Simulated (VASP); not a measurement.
Input of a VASP 6.6.1 run:

The input INCAR:

```
SYSTEM = DyMgF
  PREC = Accurate
  ENCUT = 600
  EDIFF = 1E-6
  ISMEAR = 0
  SIGMA = 0.2
  LREAL = .False.
  LASPH = .True.
  NELM = 200
  ALGO = Normal
  ISIF = 2
  LWAVE = .False.
  LCHARG = .False.
  GGA = PE
  NBANDS = 16
  GGA_COMPAT = .False.
  LMAXMIX = 6
```

Contents of KPOINTS:

```
regular mesh
0
Gamma
  6 6 3
  0 0 0
```

File POSCAR:

```
DyMgF
1.0
    3.0287315811      0.0000000000      0.0000000000
    0.0000000000      3.0287315811      0.0000000000
    0.0000000000      0.0000000000      7.6917349475
Dy Mg F
1 1 1
Direct
    0.5000000000      0.5000000000      0.9272231072
    0.5000000000      0.5000000000      0.3450740790
    0.0000000000      0.0000000000      0.4374512139
```

Potentials or basis: VASP PAW PBE potentials, release 64 (Dy_3, Mg, F), 4f in core.

Run with:

```console
$ cat potpaw_PBE.64/Dy_3/POTCAR potpaw_PBE.64/Mg/POTCAR potpaw_PBE.64/F/POTCAR > POTCAR
$ mpirun -np 1 vasp_std > vasp.out
```

Question: Predict the pressure.

Answer: 0.2 GPa.

Question: Predict the band gap on the k mesh.

Answer: Zero (bands 9 and 10 overlap by 1.41 eV).

Question: Estimate the largest force.

Answer: 0.064 eV/Å.

Stress tensor (GPa, compression positive):
```
0.12 0.00 0.00
0.00 0.12 0.00
0.00 0.00 0.37
```

Caveat: spin-orbit coupling is left out, which moves the levels of the heavy elements; the 4f electrons are frozen in the core, so they carry no moment and show no levels; the run has no spin polarisation, though such a crystal can be magnetic. With open d or f shells a metallic result of PBE can be an artefact of self-interaction; +U or a hybrid may open a gap.
